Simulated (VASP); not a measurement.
# Cu in VASP: further runs

Cu is run at these levels: PBE; tasks: single point.

Program: VASP 6.6.1. These are calculated values, not measurements. Logs are shortened: lines on timing, memory, paths and dates and some standing lists are left out, and cuts for length are marked.

## Step 1: The cell of the first run

The cell holds a slab with vacuum, 3 atoms: a = 2.567 Å, b = 2.567 Å, c = 20.191 Å, α = 90.00°, β = 90.00°, γ = 120.00°.

## Step 2: Single point, PBE

The input, INCAR:

```
PREC     = Accurate       # precision mode
ENCUT    = 520            # plane-wave cutoff, eV
EDIFF    = 1E-6           # SCF threshold, eV
ISMEAR   = -1             # smearing method
SIGMA    = 0.1            # smearing width, eV
LREAL    = F              # projectors in reciprocal space
LASPH    = T              # aspherical terms in the spheres
NELM     = 60             # most SCF steps
ALGO     = Normal         # electronic algorithm
ISIF     = 2              # what is computed and relaxed
LWAVE    = F              # write WAVECAR
LCHARG   = F              # write CHGCAR
LDIPOL   = T            
IDIPOL   = 3            
DIPOL    = 0.5 0.5 0.500
GGA      = PE             # functional
NBANDS   = 24             # bands
EFIELD   = -0.3
```

The input, KPOINTS:

```
regular mesh
0
Gamma
  15 15 1
```

The input, POSCAR:

```
Cu
1.0
    2.5665139637      0.0000000000      0.0000000000
   -1.2832569818      2.2226662917      0.0000000000
    0.0000000000      0.0000000000     20.1911000000
Cu
3
Direct
    0.1666666667      0.3333333333      0.3974439066
    0.5000000000      1.0000000000      0.4999999857
    0.8333333333      0.6666666667      0.6025561074
```

Potentials or basis: VASP PAW PBE potentials, release 64 (Cu).

Launch:

```
$ cat potpaw_PBE.64/Cu/POTCAR > POTCAR
$ mpirun -np 1 vasp_std > vasp.out
```

OUTCAR:

```text
PREC = Accurate
   ENCUT = 520
   EDIFF = 1E-6
   ISMEAR = -1
   LREAL = F
   LASPH = T
   NELM = 60
   ISIF = 2
   GGA = PE

 ion  position               nearest neighbor table
   1  0.167  0.333  0.397-   2 2.55   2 2.55   2 2.55
   2  0.500  0.000  0.500-   1 2.55   1 2.55   1 2.55   3 2.55   3 2.55   3 2.55
   3  0.833  0.667  0.603-   2 2.55   2 2.55   2 2.55

  LATTYP: Found a hexagonal cell.
 ALAT       =     2.5665139637
 C/A-ratio  =     7.8671303899

  Lattice vectors:

 A1 = (   2.5665139637,   0.0000000000,   0.0000000000)
 A2 = (  -1.2832569818,   2.2226662917,   0.0000000000)
 A3 = (   0.0000000000,   0.0000000000,  20.1911000000)

Analysis of symmetry for initial positions (statically):
=====================================================================
 Subroutine PRICEL returns:
 Original cell was already a primitive cell.

 Routine SETGRP: Setting up the symmetry group for a
 hexagonal supercell.

 Subroutine GETGRP returns: Found 12 space group operations
 (whereof  4 operations were pure point group operations)
 out of a pool of 24 trial point group operations.

The static configuration has the point symmetry C_2h.
 The point group associated with its full space group is D_3d.

Analysis of symmetry for dynamics (positions and initial velocities):
=====================================================================
 An external electric field (EFIELD) may reduce the allowed symmetry operations
 Subroutine PRICEL returns:
 Original cell was already a primitive cell.

 Routine SETGRP: Setting up the symmetry group for a
 hexagonal supercell.

 Subroutine GETGRP returns: Found  6 space group operations
 (whereof  2 operations were pure point group operations)
 out of a pool of 24 trial point group operations.

The dynamic configuration has the point symmetry C_1h.
 The point group associated with its full space group is C_3v.

 Subroutine INISYM returns: Found  6 space group operations
 (whereof  2 operations are pure point group operations),
 and found     1 'primitive' translations

----------------------------------------------------------------------------------------

                                     Primitive cell

  volume of cell :     115.1802

  direct lattice vectors                    reciprocal lattice vectors
     2.566513964  0.000000000  0.000000000     0.389633571  0.224955047  0.000000000
    -1.283256982  2.222666292  0.000000000     0.000000000  0.449910094  0.000000000
     0.000000000  0.000000000 20.191100000     0.000000000  0.000000000  0.049526772

  length of vectors
     2.566513964  2.566513964 20.191100000     0.449910094  0.449910094  0.049526772

  position of ions in fractional coordinates (direct lattice)
     0.166666667  0.333333333  0.397443907
     0.500000000  0.000000000  0.499999986
     0.833333333  0.666666667  0.602556107

  ion indices of the primitive-cell ions
   primitive index   ion index
                 1           1
                 2           2
                 3           3

----------------------------------------------------------------------------------------

 KPOINTS: regular mesh

Automatic generation of k-mesh.
 Grid dimensions read from file:
 generate k-points for:   15   15    1

 Generating k-lattice:

  Cartesian coordinates                     Fractional coordinates (reciprocal lattice)
     0.025975571  0.014997003  0.000000000     0.066666667  0.000000000  0.000000000
     0.000000000  0.029994006  0.000000000     0.000000000  0.066666667  0.000000000
     0.000000000  0.000000000  0.049526772     0.000000000  0.000000000  1.000000000

  Length of vectors
     0.029994006  0.029994006  0.049526772

  Shift w.r.t. Gamma in fractional coordinates (k-lattice)
     0.000000000  0.000000000  0.000000000

 Subroutine IBZKPT returns following result:
 ===========================================

 Found     27 irreducible k-points:

 Following reciprocal coordinates:
            Coordinates               Weight
  0.000000  0.000000  0.000000      1.000000
  0.066667  0.000000  0.000000      6.000000
  0.133333  0.000000  0.000000      6.000000
  0.200000  0.000000  0.000000      6.000000
  0.266667  0.000000  0.000000      6.000000
  0.333333  0.000000  0.000000      6.000000
[... 16 lines left out ...]
  0.333333  0.200000  0.000000     12.000000
  0.400000  0.200000  0.000000      6.000000
 [... further k-points ...]
   k-points           NKPTS =     27   k-points in BZ     NKDIM =     27   number of bands    NBANDS=     24
   number of dos      NEDOS =    301   number of ions     NIONS =      3
   total plane-waves  NPLWV =  60000
   dimension x,y,z NGX =    20 NGY =   20 NGZ =  150
   dimension x,y,z NGXF=    40 NGYF=   40 NGZF=  300
   ions per type =               3
   NGX,Y,Z   is equivalent  to a cutoff of  12.95, 12.95, 12.35 a.u.
   NGXF,Y,Z  is equivalent  to a cutoff of  25.91, 25.91, 24.70 a.u.
 SYSTEM =  unknown system
   PREC   = accura    normal or accurate (medium, high low for compatibility)
   ISTART =      0    job   : 0-new  1-cont  2-samecut
   ICHARG =      2    charge: 1-file 2-atom 10-const
   ISPIN  =      1    spin polarized calculation?
   LNONCOLLINEAR =      F non collinear calculations
   LSORBIT =      F    spin-orbit coupling
   LASPH  =      T    aspherical Exc in radial PAW
   ENCUT  =  520.0 eV  38.22 Ry    6.18 a.u.   4.77  4.77 37.54*2*pi/ulx,y,z
   NELM   =     60;   NELMIN=  2; NELMDL= -5     # of ELM steps
   EDIFF  = 0.1E-05   stopping-criterion for ELM
   LREAL  =      F    real-space projection
   EDIFFG = 0.1E-04   stopping-criterion for IOM
   NSW    =      0    number of steps for IOM
   IBRION =     -1    ionic relax: 0-MD 1-quasi-New 2-CG
   NFREE  =      0    steps in history (QN), initial steepest desc. (CG)
   ISIF   =      2    stress and relaxation
   ISYM   =      2    0-nonsym 1-usesym 2-fastsym
   POTIM  = 0.5000    time-step for ionic-motion
   TEBEG  =    0.0;   TEEND  =   0.0 temperature during run
   PSTRESS=    0.0 pullay stress
   NELECT =      33.0000    total number of electrons
   NUPDOWN=      -1.0000    fix difference up-down
   EMIN   =  10.00;   EMAX   =-10.00  energy-range for DOS
   EFERMI =   0.00;   METHOD = LEGACY
   ISMEAR =    -1;   SIGMA  =   0.10  broadening in eV -4-tet -1-fermi 0-gaus
   EFERMI_NEDOS =   21; number of points for ismear=-14 and -15
   IALGO  =     38    algorithm
   IMIX   =      4    mixing-type and parameters
     AMIX     =   0.40;   BMIX     =  1.00
     AMIX_MAG =   1.60;   BMIX_MAG =  1.00
  volume/ion in A,a.u.               =      38.39       259.09
  Fermi-wavevector in a.u.,A,eV,Ry     =   1.079245  2.039478 15.847665  1.164771
  Thomas-Fermi vector in A             =   2.215205
   LORBIT       =      0    0 simple, 1 ext, 2 COOP (PROOUT), +10 PAW based schemes
   GGA     = PE    functional components
   LHFCALC =     F    Hartree Fock is set to
   AEXX    =    0.0000 exact exchange contribution
   IVDW    =     0    specifies the selected vdW correction
   LEPSILON=     F    determine dielectric tensor
   LRPA    =     F    only Hartree local field effects (RPA)
 non-spin polarized calculation
  energy-cutoff  :      520.00
  volume of cell :      115.18
 maximum number of plane-waves:      3126
 NGX is ok and might be reduce to    20
   NGX =  9   NGY =  9   NGZ = 75

 dipolmoment           0.000000      0.000000      0.054009 electrons x Angstroem

 number of electron      33.0000001 magnetization

 dipolmoment           0.000000      0.000000     -0.069240 electrons x Angstroem

 Free energy of the ion-electron system (eV)
  ---------------------------------------------------
  ext. energy  EPLUGINS =         0.00000000
  ---------------------------------------------------
  free energy    TOTEN  =       -10.31081768 eV

  energy without entropy =      -10.29171213  energy(sigma->0) =      -10.30126491

 E-fermi :  -0.8583     XC(G=0):  -4.8318

 val. band max:       -0.9287907853   @ k =   0.0000   0.0000   0.0000
 cond. band min:      -0.7670979711   @ k =   0.1333   0.1333   0.0000
 fundamental gap:      0.1616928142
 Fermi energy:        -0.8583298715

 k-point     1 :       0.0000    0.0000    0.0000
  band No.  band energies     occupation
      1      -9.4954      2.00000
      2      -7.5051      2.00000
      3      -6.0166      2.00000
      4      -3.8600      2.00000
      5      -3.8538      2.00000
      6      -3.8538      2.00000
[... 16 lines left out ...]
     23       6.1864      0.00000
     24       6.3846      0.00000

 k-point     2 :       0.0667    0.0000    0.0000
  band No.  band energies     occupation
      1      -9.3552      2.00000
      2      -7.3733      2.00000
      3      -5.9121      2.00000
      4      -3.9426      2.00000
      5      -3.8631      2.00000
      6      -3.8253      2.00000
[... 16 lines left out ...]
     23       6.3079      0.00000
     24       6.5145      0.00000

 k-point     3 :       0.1333    0.0000    0.0000
  band No.  band energies     occupation
      1      -8.9420      2.00000
      2      -6.9929      2.00000
      3      -5.6219      2.00000
      4      -4.1107      2.00000
      5      -3.9691      2.00000
      6      -3.8705      2.00000
[... 16 lines left out ...]
     23       6.6721      0.00000
     24       6.9078      0.00000
[... 514 lines left out ...]
 k-point    23 :       0.3333    0.2000    0.0000
  band No.  band energies     occupation
      1      -5.2213      2.00000
      2      -5.0633      2.00000
      3      -4.7806      2.00000
      4      -4.5455      2.00000
      5      -4.2596      2.00000
      6      -4.1369      2.00000
[... 16 lines left out ...]
     23       8.4576      0.00000
     24       9.1355      0.00000

 k-point    24 :       0.4000    0.2000    0.0000
  band No.  band energies     occupation
      1      -5.1383      2.00000
      2      -5.0408      2.00000
      3      -4.7862      2.00000
      4      -4.5753      2.00000
      5      -4.2784      2.00000
      6      -4.1015      2.00000
[... 16 lines left out ...]
     23       8.7534      0.00000
     24       9.1570      0.00000

 [... further k-points ...]

------------------------ aborting loop because EDIFF is reached ----------------------------------------

 vacuum level on the upper side and lower side of the slab       (xc-potential included)         1.702        -2.083

  FORCE on cell =-STRESS in cart. coord.  units (eV):
  Direction    XX          YY          ZZ          XY          YZ          ZX
  --------------------------------------------------------------------------------------
  -------------------------------------------------------------------------------------
  Total       -1.0152719     -1.0152719      0.0576718     -0.0000000      0.0000000     -0.0000000
  in kB      -14.1226136    -14.1226136      0.8022255     -0.0000000      0.0000000     -0.0000000
  external PRESSURE =      -9.1476672 kB  Pullay stress =       0.0000000 kB

 VOLUME and BASIS-vectors are now :
 -----------------------------------------------------------------------------
  energy-cutoff  :      520.00
  volume of cell :      115.18
      direct lattice vectors                 reciprocal lattice vectors
     2.566513964  0.000000000  0.000000000     0.389633571  0.224955047  0.000000000
    -1.283256982  2.222666292  0.000000000     0.000000000  0.449910094  0.000000000
     0.000000000  0.000000000 20.191100000     0.000000000  0.000000000  0.049526772

 POSITION                                       TOTAL-FORCE (eV/Angst)
 -----------------------------------------------------------------------------------
      0.00000      0.74089      8.02483         0.000000     -0.000000     -0.025576
      1.28326      0.00000     10.09555        -0.000000      0.000000      0.007624
      1.28326      1.48178     12.16627        -0.000000      0.000000      0.017952
 -----------------------------------------------------------------------------------
    total drift:                               -0.000000      0.000000      0.000149

  FREE ENERGIE OF THE ION-ELECTRON SYSTEM (eV)
  ---------------------------------------------------
  free  energy   TOTEN  =       -10.3108176841 eV

  energy  without entropy=      -10.2917121262  energy(sigma->0) =      -10.30126491

 vacuum level on the upper side and lower side of the slab         5.590         1.853
```

It took 3.9 min on 1 thread of Intel Xeon 8259CL, shared host; peak memory 0.25 GiB.

Results:

```yaml
Free_energy: -10.3108 eV
Largest_force: 0.026 eV/Å
Band_gap_on_the_k_mesh: zero (an odd number of electrons rules out a gap without spin polarisation)
```

Forces in eV/Å, atoms in the order of the input:
```
Cu   0.000  0.000 -0.026
Cu   0.000  0.000  0.008
Cu   0.000  0.000  0.018
```

Levels at points of the mesh, in eV from the Fermi level:
| k point | band 13 | band 14 | band 15 | band 16 | band 17 | band 18 | band 19 | band 20 | band 21 | band 22 |
| --- | --- | --- | --- | --- | --- | --- | --- | --- | --- | --- |
| (0.00, 0.00, 0.00) | -2.16 | -1.87 | -1.87 | -1.64 | -1.64 | -1.54 | -0.07 | 3.54 | 4.76 | 5.12 |

## Step 3: Single point, PBE

The input, INCAR:

```
SYSTEM = Cu
PREC = Accurate ; ENCUT = 520
EDIFF = 1E-6 ; ISMEAR = -1
SIGMA = 0.1 ; LREAL = .FALSE.
LASPH = .TRUE. ; NELM = 80
ALGO = Normal ; ISIF = 2
LWAVE = .FALSE. ; LCHARG = .FALSE.
GGA = PE ; NBANDS = 24
```

The input, KPOINTS:

```
regular mesh
0
G
  15 15 1
  0 0 0
```

POSCAR is that of step 2.

Potentials or basis: VASP PAW PBE potentials, release 64 (Cu).

Launch:

```
$ cat potpaw_PBE.64/Cu/POTCAR > POTCAR
$ mpirun -np 1 vasp_std > vasp.out
```

Wall time 3.5 min (1 thread of Intel Xeon 8259CL, shared host); peak memory 0.25 GiB.

It converged, with:

```
Free energy            : -10.3004 eV
Largest force          : 0.020 eV/Å
Band gap on the k mesh : zero (an odd number of electrons rules out a gap without spin polarisation)
```

Forces on the atoms (eV/Å):
```
Cu   0.000  0.000 -0.020
Cu   0.000  0.000  0.000
Cu   0.000  0.000  0.020
```

Levels at points of the mesh, in eV from the Fermi level:
```
           k point  band 14  band 15  band 16  band 17  band 18  band 19  band 20  band 21
(0.00, 0.00, 0.00)    -1.87    -1.87    -1.64    -1.64    -1.54    -0.07     4.15     4.66
```
